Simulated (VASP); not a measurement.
# ScSiS3 (P4/mmm) in VASP: further runs, part 2 of 2

VASP 6.6.1.

**3. Single point, PBE**

This run uses another cell than the first one, of 24.85 Å³/atom.

INCAR reads:

```
ALGO = Normal ; EDIFF = 1E-7
ENCUT = 520 ; GGA = PE
ISIF = 2 ; ISMEAR = 0
LASPH = T ; LCHARG = F
LREAL = F ; LWAVE = F
NBANDS = 24 ; NELM = 100
PREC = Accurate ; SIGMA = 0.1
```

KPOINTS reads:

```
k-points
0
Gamma
  4 4 2
```

POSCAR reads:

```
ScSiS3
1.0
    3.8870871600      0.0000000000      0.0000000000
    0.0000000000      3.8870871600      0.0000000000
    0.0000000000      0.0000000000      8.2217368700
Sc Si S
1 1 3
Direct
    0.5000000000      0.5000000000      0.5000000000
    0.0000000000      0.0000000000      0.5000000000
    0.0000000000      0.0000000000      0.0000000000
    0.5000000000      0.5000000000      0.7361531800
    0.5000000000      0.5000000000      0.2638468200
```

Potentials or basis: VASP PAW PBE potentials, release 64 (Sc_sv, Si, S).

Run with:

```
> cat potpaw_PBE.64/Sc_sv/POTCAR potpaw_PBE.64/Si/POTCAR potpaw_PBE.64/S/POTCAR > POTCAR
> mpirun -np 1 vasp_std > vasp.out
```

OUTCAR:

```text
EDIFF = 1E-7
   ENCUT = 520
   GGA = PE
   ISIF = 2
   ISMEAR = 0
   LASPH = T
   LREAL = F
   NELM = 100
   PREC = Accurate

 ion  position               nearest neighbor table
   1  0.500  0.500  0.500-   4 1.94   5 1.94   2 2.75   2 2.75   2 2.75   2 2.75
   2  0.000  0.000  0.500-   1 2.75   1 2.75   1 2.75   1 2.75
   3  0.000  0.000  0.000-
   4  0.500  0.500  0.736-   1 1.94
   5  0.500  0.500  0.264-   1 1.94

  LATTYP: Found a simple tetragonal cell.
 ALAT       =     3.8870871600
 C/A-ratio  =     2.1151408578

  Lattice vectors:

 A1 = (   3.8870871600,   0.0000000000,   0.0000000000)
 A2 = (   0.0000000000,   3.8870871600,   0.0000000000)
 A3 = (   0.0000000000,   0.0000000000,   8.2217368700)

Analysis of symmetry for initial positions (statically):
=====================================================================
 Subroutine PRICEL returns:
 Original cell was already a primitive cell.

 Routine SETGRP: Setting up the symmetry group for a
 simple tetragonal supercell.

 Subroutine GETGRP returns: Found 16 space group operations
 (whereof 16 operations were pure point group operations)
 out of a pool of 16 trial point group operations.

The static configuration has the point symmetry D_4h.

Analysis of symmetry for dynamics (positions and initial velocities):
=====================================================================
 Subroutine PRICEL returns:
 Original cell was already a primitive cell.

 Routine SETGRP: Setting up the symmetry group for a
 simple tetragonal supercell.

 Subroutine GETGRP returns: Found 16 space group operations
 (whereof 16 operations were pure point group operations)
 out of a pool of 16 trial point group operations.

The dynamic configuration has the point symmetry D_4h.

 Subroutine INISYM returns: Found 16 space group operations
 (whereof 16 operations are pure point group operations),
 and found     1 'primitive' translations

----------------------------------------------------------------------------------------

                                     Primitive cell

  volume of cell :     124.2259

  direct lattice vectors                    reciprocal lattice vectors
     3.887087160  0.000000000  0.000000000     0.257262047  0.000000000  0.000000000
     0.000000000  3.887087160  0.000000000     0.000000000  0.257262047  0.000000000
     0.000000000  0.000000000  8.221736870     0.000000000  0.000000000  0.121628801

  length of vectors
     3.887087160  3.887087160  8.221736870     0.257262047  0.257262047  0.121628801

  position of ions in fractional coordinates (direct lattice)
     0.500000000  0.500000000  0.500000000
     0.000000000  0.000000000  0.500000000
     0.000000000  0.000000000  0.000000000
     0.500000000  0.500000000  0.736153180
     0.500000000  0.500000000  0.263846820

[... 26 lines left out ...]
  Shift w.r.t. Gamma in fractional coordinates (k-lattice)
     0.000000000  0.000000000  0.000000000

 Subroutine IBZKPT returns following result:
 ===========================================

 Found     12 irreducible k-points:

 Following reciprocal coordinates:
            Coordinates               Weight
  0.000000  0.000000  0.000000      1.000000
  0.250000  0.000000  0.000000      4.000000
  0.500000  0.000000  0.000000      2.000000
  0.250000  0.250000  0.000000      4.000000
  0.500000  0.250000  0.000000      4.000000
  0.500000  0.500000  0.000000      1.000000
  0.000000  0.000000  0.500000      1.000000
  0.250000  0.000000  0.500000      4.000000
  0.500000  0.000000  0.500000      2.000000
  0.250000  0.250000  0.500000      4.000000
  0.500000  0.250000  0.500000      4.000000
  0.500000  0.500000  0.500000      1.000000
   k-points           NKPTS =     12   k-points in BZ     NKDIM =     12   number of bands    NBANDS=     24
   number of dos      NEDOS =    301   number of ions     NIONS =      5
   total plane-waves  NPLWV =  57600
   dimension x,y,z NGX =    30 NGY =   30 NGZ =   64
   dimension x,y,z NGXF=    60 NGYF=   60 NGZF=  128
   ions per type =               1   1   3
   NGX,Y,Z   is equivalent  to a cutoff of  12.83, 12.83, 12.94 a.u.
   NGXF,Y,Z  is equivalent  to a cutoff of  25.66, 25.66, 25.88 a.u.
 SYSTEM =  unknown system
   PREC   = accura    normal or accurate (medium, high low for compatibility)
   ISTART =      0    job   : 0-new  1-cont  2-samecut
   ICHARG =      2    charge: 1-file 2-atom 10-const
   ISPIN  =      1    spin polarized calculation?
   LNONCOLLINEAR =      F non collinear calculations
   LSORBIT =      F    spin-orbit coupling
   LASPH  =      T    aspherical Exc in radial PAW
   ENCUT  =  520.0 eV  38.22 Ry    6.18 a.u.   7.23  7.23 15.29*2*pi/ulx,y,z
   NELM   =    100;   NELMIN=  2; NELMDL= -5     # of ELM steps
   EDIFF  = 0.1E-06   stopping-criterion for ELM
   LREAL  =      F    real-space projection
   EDIFFG = 0.1E-05   stopping-criterion for IOM
   NSW    =      0    number of steps for IOM
   IBRION =     -1    ionic relax: 0-MD 1-quasi-New 2-CG
   NFREE  =      0    steps in history (QN), initial steepest desc. (CG)
   ISIF   =      2    stress and relaxation
   ISYM   =      2    0-nonsym 1-usesym 2-fastsym
   POTIM  = 0.5000    time-step for ionic-motion
   TEBEG  =    0.0;   TEEND  =   0.0 temperature during run
   PSTRESS=    0.0 pullay stress
   NELECT =      33.0000    total number of electrons
   NUPDOWN=      -1.0000    fix difference up-down
   EMIN   =  10.00;   EMAX   =-10.00  energy-range for DOS
   EFERMI =   0.00;   METHOD = LEGACY
   ISMEAR =     0;   SIGMA  =   0.10  broadening in eV -4-tet -1-fermi 0-gaus
   EFERMI_NEDOS =   21; number of points for ismear=-14 and -15
   IALGO  =     38    algorithm
   IMIX   =      4    mixing-type and parameters
     AMIX     =   0.40;   BMIX     =  1.00
     AMIX_MAG =   1.60;   BMIX_MAG =  1.00
  volume/ion in A,a.u.               =      24.85       167.66
  Fermi-wavevector in a.u.,A,eV,Ry     =   1.052387  1.988723 15.068700  1.107518
  Thomas-Fermi vector in A             =   2.187468
   LORBIT       =      0    0 simple, 1 ext, 2 COOP (PROOUT), +10 PAW based schemes
   GGA     = PE    functional components
   LHFCALC =     F    Hartree Fock is set to
   AEXX    =    0.0000 exact exchange contribution
   IVDW    =     0    specifies the selected vdW correction
   LEPSILON=     F    determine dielectric tensor
   LRPA    =     F    only Hartree local field effects (RPA)
 non-spin polarized calculation
 Gauss-broadening in eV      SIGMA  =   0.10
  energy-cutoff  :      520.00
  volume of cell :      124.23
 maximum number of plane-waves:      3383
 NGX is ok and might be reduce to    30
   NGX = 15   NGY = 15   NGZ = 31

 number of electron      32.9999991 magnetization

 Free energy of the ion-electron system (eV)
  ---------------------------------------------------
  ext. energy  EPLUGINS =         0.00000000
  ---------------------------------------------------
  free energy    TOTEN  =       -17.32204155 eV

  energy without entropy =      -17.26506462  energy(sigma->0) =      -17.29355308

 E-fermi :   2.2384     XC(G=0):  -8.8366

 val. band max:        2.1981135211   @ k =   0.5000   0.2500   0.0000
 cond. band min:       2.2448253357   @ k =   0.2500   0.0000   0.0000
 fundamental gap:      0.0467118146
 Fermi energy:         2.2383789113

 k-point     1 :       0.0000    0.0000    0.0000
  band No.  band energies     occupation
      1     -45.3316      2.00000
      2     -25.1059      2.00000
      3     -23.9820      2.00000
      4     -23.9820      2.00000
      5     -10.3730      2.00000
      6      -8.9401      2.00000
[... 313 lines left out ...]
     23       6.5509      0.00000
     24       6.6413      0.00000

------------------------ aborting loop because EDIFF is reached ----------------------------------------

  FORCE on cell =-STRESS in cart. coord.  units (eV):
  Direction    XX          YY          ZZ          XY          YZ          ZX
  --------------------------------------------------------------------------------------
  -------------------------------------------------------------------------------------
  Total       -2.1029455     -2.1029455     29.5016770      0.0000000      0.0000000      0.0000000
  in kB      -27.1222976    -27.1222976    380.4916716      0.0000000      0.0000000      0.0000000
  external PRESSURE =     108.7490254 kB  Pullay stress =       0.0000000 kB

 VOLUME and BASIS-vectors are now :
 -----------------------------------------------------------------------------
  energy-cutoff  :      520.00
  volume of cell :      124.23
      direct lattice vectors                 reciprocal lattice vectors
     3.887087160  0.000000000  0.000000000     0.257262047  0.000000000  0.000000000
     0.000000000  3.887087160  0.000000000     0.000000000  0.257262047  0.000000000
     0.000000000  0.000000000  8.221736870     0.000000000  0.000000000  0.121628801

 POSITION                                       TOTAL-FORCE (eV/Angst)
 -----------------------------------------------------------------------------------
      1.94354      1.94354      4.11087         0.000000     -0.000000      0.000000
      0.00000      0.00000      4.11087         0.000000     -0.000000      0.000000
      0.00000      0.00000      0.00000         0.000000     -0.000000      0.000000
      1.94354      1.94354      6.05246         0.000000     -0.000000      8.540752
      1.94354      1.94354      2.16928         0.000000      0.000000     -8.540752
 -----------------------------------------------------------------------------------
    total drift:                                0.000000      0.000000      0.000000

  FREE ENERGIE OF THE ION-ELECTRON SYSTEM (eV)
  ---------------------------------------------------
  free  energy   TOTEN  =       -17.3220415521 eV

  energy  without entropy=      -17.2650646170  energy(sigma->0) =      -17.29355308
```

OSZICAR:

```text
N       E                     dE             d eps       ncg     rms          rms(c)
DAV:   1     0.317764008937E+03    0.31776E+03   -0.13989E+04   576   0.120E+03
DAV:   2     0.128972023891E+02   -0.30487E+03   -0.29434E+03   616   0.342E+02
DAV:   3    -0.173709092447E+02   -0.30268E+02   -0.27998E+02   848   0.105E+02
[... 11 lines left out ...]
DAV:  15    -0.173220394156E+02   -0.12148E-04   -0.71069E-05   696   0.524E-02    0.103E-02
DAV:  16    -0.173220409605E+02   -0.15450E-05   -0.73768E-06   760   0.155E-02    0.489E-03
DAV:  17    -0.173220419981E+02   -0.10376E-05   -0.85860E-07   744   0.539E-03    0.554E-03
DAV:  18    -0.173220415693E+02    0.42886E-06   -0.59863E-07   552   0.330E-03    0.958E-04
DAV:  19    -0.173220415521E+02    0.17185E-07   -0.66027E-08   408   0.200E-03
   1 F= -.17322042E+02 E0= -.17293553E+02  d E =-.569769E-01
```

stdout:

```text
POSCAR found type information on POSCAR ScSiS
 POSCAR found :  3 types and       5 ions
 scaLAPACK will be used
 LDA part: xc-table for (Slater+PW92), standard interpolation
 POSCAR, INCAR and KPOINTS ok, starting setup
 FFT: planning ... GRIDC
 FFT: planning ... GRID_SOFT
 FFT: planning ... GRID
 WAVECAR not read
 entering main loop
```

It took 21 s on 1 thread of Intel Xeon 6975P-C (Granite Rapids), shared host; peak memory 0.24 GiB.

What came out:

```yaml
Free_energy: -17.3220 eV
Pressure: 10.9 GPa
Largest_force: 8.541 eV/Å
Band_gap_on_the_k_mesh: zero (an odd number of electrons rules out a gap without spin polarisation)
```

Forces on the atoms (eV/Å):
```
Sc   0.000  0.000  0.000
Si   0.000  0.000  0.000
S    0.000  0.000  0.000
S    0.000  0.000  8.541
S    0.000  0.000 -8.541
```

Stress tensor (GPa, compression positive):
```
-2.71  0.00  0.00
 0.00 -2.71  0.00
 0.00  0.00 38.05
```

Caveat: the k points lie up to 0.40 Å⁻¹ apart, too coarse for converged energies and pressures of a metal; forces of over 1 eV/Å act on the atoms, so gaps and moduli don't describe the material at rest.
